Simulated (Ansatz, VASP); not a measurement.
## B: VASP beside Ansatz

```xyz
2
Lattice="0.0000 1.6596 1.6596 1.6596 0.0000 1.6596 1.6596 1.6596 0.0000" Properties=species:S:1:pos:R:3 pbc="T T T"
B    -0.4149   -0.4149   -0.4149
B     0.4149    0.4149    0.4149
```

Change from the starting cell: volume scaled by 0.55, LAPW.

Alike in both runs: task single point; functional PBE; k mesh 18 × 18 × 18; occupations fermi-dirac, width 0.05 eV; no spin polarisation.

|  | VASP | Ansatz |
| --- | --- | --- |
| version | VASP 6.6.1 | Ansatz 0.2.0 |
| potentials or method | VASP PAW PBE potentials, release 64 (B), cutoff 520 eV | all-electron LAPW, scalar-relativistic |

|  | VASP | Ansatz | Ansatz less VASP |
| --- | --- | --- | --- |
| pressure (GPa) | 295.1 | 294.0 | -1.15 |

Both programs put the cell under a high pressure, so it lies far from rest at this level. Ansatz ran all-electron here, and VASP with PAW potentials.

Noted on VASP's run: the cell as given lies far from equilibrium.
